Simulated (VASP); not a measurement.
# DyMgSb3 (Pm-3m) in VASP: notebook

Runs on DyMgSb3. Level: PBE. Tasks: single point, relaxation of cell and atoms.

Everything below comes from runs of VASP 6.6.1. Logs are shortened: lines on timing, memory, paths and dates and some standing lists are left out, and cuts for length are marked.

## 1. The cell of the first run

It takes space group Pm-3m (No. 221, cubic). The conventional cell has a = 5.000 Å, b = 5.000 Å, c = 5.000 Å, α = 90.00°, β = 90.00°, γ = 90.00°. Dy (site symmetry m-3m) has 6 Sb at 2.50 Å within 3.3 Å. Mg (site symmetry m-3m) has 12 Sb at 3.54 Å and 8 Dy at 4.33 Å within 4.6 Å. Within 3.3 Å of Sb (site symmetry 4/mmm) lie 2 Dy at 2.50 Å.

The cell was generated, and may not be a known phase.

## 2. Single point, PBE

The input, INCAR:

```
SYSTEM = DyMgSb3
PREC = Accurate ; ENCUT = 600
EDIFF = 1E-6 ; ISMEAR = 0
SIGMA = 0.1 ; LREAL = .False.
LASPH = .True. ; NELM = 200
ALGO = Normal ; ISIF = 2
LWAVE = .False. ; LCHARG = .True.
GGA = PE ; LELF = .True.
LVHAR = .True. ; NBANDS = 21
GGA_COMPAT = .False. ; LMAXMIX = 6
```

The input, KPOINTS:

```
Automatic mesh
0
Gamma
  4 4 4
  0 0 0
```

The input, POSCAR:

```
DyMgSb3
1.0
    5.0004016300      0.0000000000      0.0000000000
    0.0000000000      5.0004016300      0.0000000000
    0.0000000000      0.0000000000      5.0004016300
Dy Mg Sb
1 1 3
Direct
    0.5000000000      0.5000000000      0.5000000000
    0.0000000000      0.0000000000      0.0000000000
    0.0000000000      0.5000000000      0.5000000000
    0.5000000000      0.5000000000      0.0000000000
    0.5000000000      0.0000000000      0.5000000000
```

Potentials or basis: VASP PAW PBE potentials, release 64 (Dy_3, Mg, Sb), 4f in core.

Launch:

```sh
> cat potpaw_PBE.64/Dy_3/POTCAR potpaw_PBE.64/Mg/POTCAR potpaw_PBE.64/Sb/POTCAR > POTCAR
> mpirun -np 1 vasp_std > vasp.out
```

OUTCAR:

```text
SYSTEM = DyMgSb3
   PREC = Accurate
   ENCUT = 600
   EDIFF = 1E-6
   ISMEAR = 0
   LREAL = .False.
   LASPH = .True.
   NELM = 200
   ISIF = 2
   GGA = PE

 ion  position               nearest neighbor table
   1  0.500  0.500  0.500-   3 2.50   4 2.50   5 2.50   4 2.50   5 2.50   3 2.50
   2  0.000  0.000  0.000-   3 3.54   4 3.54   5 3.54   3 3.54   5 3.54   3 3.54   4 3.54   3 3.54
                             4 3.54   5 3.54   5 3.54   4 3.54
   3  0.000  0.500  0.500-   1 2.50   1 2.50   4 3.54   5 3.54   2 3.54   4 3.54   2 3.54   5 3.54
                             2 3.54   2 3.54   4 3.54   5 3.54   4 3.54   5 3.54
   4  0.500  0.500  0.000-   1 2.50   1 2.50   3 3.54   5 3.54   2 3.54   3 3.54   5 3.54   2 3.54
                             5 3.54   5 3.54   2 3.54   3 3.54   3 3.54   2 3.54
   5  0.500  0.000  0.500-   1 2.50   1 2.50   3 3.54   4 3.54   2 3.54   4 3.54   2 3.54   3 3.54
                             4 3.54   4 3.54   2 3.54   3 3.54   2 3.54   3 3.54

  LATTYP: Found a simple cubic cell.
 ALAT       =     5.0004016300

  Lattice vectors:

 A1 = (   5.0004016300,   0.0000000000,   0.0000000000)
 A2 = (   0.0000000000,   5.0004016300,   0.0000000000)
 A3 = (   0.0000000000,   0.0000000000,   5.0004016300)

Analysis of symmetry for initial positions (statically):
=====================================================================
 Subroutine PRICEL returns:
 Original cell was already a primitive cell.

 Routine SETGRP: Setting up the symmetry group for a
 simple cubic supercell.

 Subroutine GETGRP returns: Found 48 space group operations
 (whereof 48 operations were pure point group operations)
 out of a pool of 48 trial point group operations.

The static configuration has the point symmetry O_h .

Analysis of symmetry for dynamics (positions and initial velocities):
=====================================================================
 Subroutine PRICEL returns:
 Original cell was already a primitive cell.

 Routine SETGRP: Setting up the symmetry group for a
 simple cubic supercell.

 Subroutine GETGRP returns: Found 48 space group operations
 (whereof 48 operations were pure point group operations)
 out of a pool of 48 trial point group operations.

The dynamic configuration has the point symmetry O_h .

 Subroutine INISYM returns: Found 48 space group operations
 (whereof 48 operations are pure point group operations),
 and found     1 'primitive' translations

----------------------------------------------------------------------------------------

                                     Primitive cell

  volume of cell :     125.0301

  direct lattice vectors                    reciprocal lattice vectors
     5.000401630  0.000000000  0.000000000     0.199983936  0.000000000  0.000000000
     0.000000000  5.000401630  0.000000000     0.000000000  0.199983936  0.000000000
     0.000000000  0.000000000  5.000401630     0.000000000  0.000000000  0.199983936

  length of vectors
     5.000401630  5.000401630  5.000401630     0.199983936  0.199983936  0.199983936

  position of ions in fractional coordinates (direct lattice)
     0.500000000  0.500000000  0.500000000
     0.000000000  0.000000000  0.000000000
     0.000000000  0.500000000  0.500000000
     0.500000000  0.500000000  0.000000000
     0.500000000  0.000000000  0.500000000

  ion indices of the primitive-cell ions
   primitive index   ion index
                 1           1
                 2           2
                 3           3
                 4           4
                 5           5

----------------------------------------------------------------------------------------

 KPOINTS: Automatic mesh

Automatic generation of k-mesh.
 Grid dimensions read from file:
 generate k-points for:    4    4    4

 Generating k-lattice:

  Cartesian coordinates                     Fractional coordinates (reciprocal lattice)
     0.049995984  0.000000000  0.000000000     0.250000000  0.000000000  0.000000000
     0.000000000  0.049995984  0.000000000     0.000000000  0.250000000  0.000000000
     0.000000000  0.000000000  0.049995984     0.000000000  0.000000000  0.250000000

  Length of vectors
     0.049995984  0.049995984  0.049995984

  Shift w.r.t. Gamma in fractional coordinates (k-lattice)
     0.000000000  0.000000000  0.000000000

 Subroutine IBZKPT returns following result:
 ===========================================

 Found     10 irreducible k-points:

 Following reciprocal coordinates:
            Coordinates               Weight
  0.000000  0.000000  0.000000      1.000000
  0.250000  0.000000  0.000000      6.000000
  0.500000  0.000000  0.000000      3.000000
  0.250000  0.250000  0.000000     12.000000
  0.500000  0.250000  0.000000     12.000000
  0.500000  0.500000  0.000000      3.000000
  0.250000  0.250000  0.250000      8.000000
  0.500000  0.250000  0.250000     12.000000
  0.500000  0.500000  0.250000      6.000000
  0.500000  0.500000  0.500000      1.000000
   k-points           NKPTS =     10   k-points in BZ     NKDIM =     10   number of bands    NBANDS=     21
   number of dos      NEDOS =    301   number of ions     NIONS =      5
   total plane-waves  NPLWV =  64000
   dimension x,y,z NGX =    40 NGY =   40 NGZ =   40
   dimension x,y,z NGXF=    80 NGYF=   80 NGZF=   80
   ions per type =               1   1   3
   NGX,Y,Z   is equivalent  to a cutoff of  13.30, 13.30, 13.30 a.u.
   NGXF,Y,Z  is equivalent  to a cutoff of  26.60, 26.60, 26.60 a.u.
 SYSTEM =  DyMgSb3
   PREC   = accura    normal or accurate (medium, high low for compatibility)
   ISTART =      0    job   : 0-new  1-cont  2-samecut
   ICHARG =      2    charge: 1-file 2-atom 10-const
   ISPIN  =      1    spin polarized calculation?
   LNONCOLLINEAR =      F non collinear calculations
   LSORBIT =      F    spin-orbit coupling
   LASPH  =      T    aspherical Exc in radial PAW
   ENCUT  =  600.0 eV  44.10 Ry    6.64 a.u.   9.99  9.99  9.99*2*pi/ulx,y,z
   NELM   =    200;   NELMIN=  2; NELMDL= -5     # of ELM steps
   EDIFF  = 0.1E-05   stopping-criterion for ELM
   LREAL  =      F    real-space projection
   EDIFFG = 0.1E-04   stopping-criterion for IOM
   NSW    =      0    number of steps for IOM
   IBRION =     -1    ionic relax: 0-MD 1-quasi-New 2-CG
   NFREE  =      0    steps in history (QN), initial steepest desc. (CG)
   ISIF   =      2    stress and relaxation
   ISYM   =      2    0-nonsym 1-usesym 2-fastsym
   POTIM  = 0.5000    time-step for ionic-motion
   TEBEG  =    0.0;   TEEND  =   0.0 temperature during run
   PSTRESS=    0.0 pullay stress
   NELECT =      26.0000    total number of electrons
   NUPDOWN=      -1.0000    fix difference up-down
   EMIN   =  10.00;   EMAX   =-10.00  energy-range for DOS
   EFERMI =   0.00;   METHOD = LEGACY
   ISMEAR =     0;   SIGMA  =   0.10  broadening in eV -4-tet -1-fermi 0-gaus
   EFERMI_NEDOS =   21; number of points for ismear=-14 and -15
   IALGO  =     38    algorithm
   IMIX   =      4    mixing-type and parameters
     AMIX     =   0.40;   BMIX     =  1.00
     AMIX_MAG =   1.60;   BMIX_MAG =  1.00
  volume/ion in A,a.u.               =      25.01       168.75
  Fermi-wavevector in a.u.,A,eV,Ry     =   0.969902  1.832848 12.799127  0.940709
  Thomas-Fermi vector in A             =   2.099993
   LORBIT       =      0    0 simple, 1 ext, 2 COOP (PROOUT), +10 PAW based schemes
   GGA     = PE    functional components
   LHFCALC =     F    Hartree Fock is set to
   AEXX    =    0.0000 exact exchange contribution
   IVDW    =     0    specifies the selected vdW correction
   LEPSILON=     F    determine dielectric tensor
   LRPA    =     F    only Hartree local field effects (RPA)
 non-spin polarized calculation
 Gauss-broadening in eV      SIGMA  =   0.10
  energy-cutoff  :      600.00
  volume of cell :      125.03
 maximum number of plane-waves:      4224
 NGX is ok and might be reduce to    40
   NGX = 19   NGY = 19   NGZ = 19

 number of electron      26.0000003 magnetization

 Free energy of the ion-electron system (eV)
  ---------------------------------------------------
  ext. energy  EPLUGINS =         0.00000000
  ---------------------------------------------------
  free energy    TOTEN  =       -12.42330110 eV

  energy without entropy =      -12.40162579  energy(sigma->0) =      -12.41246344

 E-fermi :   7.0470     XC(G=0):  -9.9089

 val. band max:        6.9999164709   @ k =   0.5000   0.5000   0.0000
 cond. band min:       7.0840116557   @ k =   0.2500   0.2500   0.2500
 fundamental gap:      0.0840951848
 Fermi energy:         7.0469798424

 k-point     1 :       0.0000    0.0000    0.0000
  band No.  band energies     occupation
      1     -15.9576      2.00000
      2     -15.9576      2.00000
      3     -15.9576      2.00000
      4      -4.8631      2.00000
      5      -2.2717      2.00000
      6      -2.2717      2.00000
[... 13 lines left out ...]
     20      10.2409      0.00000
     21      10.2409      0.00000

 k-point     2 :       0.2500    0.0000    0.0000
  band No.  band energies     occupation
      1     -15.9564      2.00000
      2     -15.9520      2.00000
      3     -15.9520      2.00000
      4      -4.5105      2.00000
      5      -2.2312      2.00000
      6      -2.2228      2.00000
[... 13 lines left out ...]
     20      10.3922      0.00000
     21      11.7040      0.00000

 k-point     3 :       0.5000    0.0000    0.0000
  band No.  band energies     occupation
      1     -15.9552      2.00000
      2     -15.9463      2.00000
      3     -15.9463      2.00000
      4      -4.0903      2.00000
      5      -2.2423      2.00000
      6      -2.1720      2.00000
[... 13 lines left out ...]
     20      10.5075      0.00000
     21      12.1163      0.00000
[... 121 lines left out ...]
 k-point     9 :       0.5000    0.5000    0.2500
  band No.  band energies     occupation
      1     -15.9366      2.00000
      2     -15.9366      2.00000
      3     -15.9328      2.00000
      4      -2.5737      2.00000
      5      -1.7836      2.00000
      6      -1.7836      2.00000
[... 13 lines left out ...]
     20      12.1696      0.00000
     21      13.5292      0.00000

 k-point    10 :       0.5000    0.5000    0.5000
  band No.  band energies     occupation
      1     -15.9305      2.00000
      2     -15.9305      2.00000
      3     -15.9305      2.00000
      4      -1.6307      2.00000
      5      -1.6307      2.00000
      6      -1.6307      2.00000
[... 13 lines left out ...]
     20      13.3612      0.00000
     21      13.3612      0.00000

------------------------ aborting loop because EDIFF is reached ----------------------------------------

  FORCE on cell =-STRESS in cart. coord.  units (eV):
  Direction    XX          YY          ZZ          XY          YZ          ZX
  --------------------------------------------------------------------------------------
  -------------------------------------------------------------------------------------
  Total       25.1975424     25.1975424     25.1975424      0.0000000      0.0000000     -0.0000000
  in kB      322.8896338    322.8896338    322.8896338      0.0000000      0.0000000     -0.0000000
  external PRESSURE =     322.8896338 kB  Pullay stress =       0.0000000 kB

 VOLUME and BASIS-vectors are now :
 -----------------------------------------------------------------------------
  energy-cutoff  :      600.00
  volume of cell :      125.03
      direct lattice vectors                 reciprocal lattice vectors
     5.000401630  0.000000000  0.000000000     0.199983936  0.000000000  0.000000000
     0.000000000  5.000401630  0.000000000     0.000000000  0.199983936  0.000000000
     0.000000000  0.000000000  5.000401630     0.000000000  0.000000000  0.199983936

 POSITION                                       TOTAL-FORCE (eV/Angst)
 -----------------------------------------------------------------------------------
      2.50020      2.50020      2.50020         0.000000      0.000000      0.000000
      0.00000      0.00000      0.00000         0.000000      0.000000      0.000000
      0.00000      2.50020      2.50020         0.000000      0.000000      0.000000
      2.50020      2.50020      0.00000         0.000000      0.000000      0.000000
      2.50020      0.00000      2.50020         0.000000      0.000000      0.000000
 -----------------------------------------------------------------------------------
    total drift:                                0.000000     -0.000000     -0.000000

  FREE ENERGIE OF THE ION-ELECTRON SYSTEM (eV)
  ---------------------------------------------------
  free  energy   TOTEN  =       -12.4233010984 eV

  energy  without entropy=      -12.4016257891  energy(sigma->0) =      -12.41246344
```

Run time: 25 s. Hardware: 1 thread of Intel Xeon Platinum 8488C (Sapphire Rapids), shared host; peak memory 0.26 GiB.

Results:

```yaml
Free_energy: -12.4233 eV
Pressure: 32.3 GPa
Band_gap_on_the_k_mesh: zero (bands 13 and 14 overlap by 0.08 eV)
```

Levels at points of the mesh, in eV from the Fermi level:
| k point | band 11 | band 12 | band 13 | band 14 | band 15 | band 16 |
| --- | --- | --- | --- | --- | --- | --- |
| (0.00, 0.00, 0.00) | -0.42 | -0.42 | -0.42 | 0.29 | 0.29 | 0.29 |
| (0.50, 0.00, 0.00) | -2.38 | -2.38 | -1.77 | 0.45 | 1.88 | 1.88 |
| (0.50, 0.50, 0.00) | -2.96 | -2.02 | -2.02 | -0.05 | 0.23 | 1.66 |
| (0.50, 0.50, 0.50) | -2.93 | -2.93 | -2.15 | 2.45 | 2.45 | 2.45 |

Caveat: the cell stands under pressure; spin-orbit coupling is left out, which moves the levels of the heavy elements; the 4f electrons are frozen in the core, so they carry no moment and show no levels.

[end of part 1 of 2]

The gap in the log of VASP goes by the Fermi energy; the results here count the filled bands.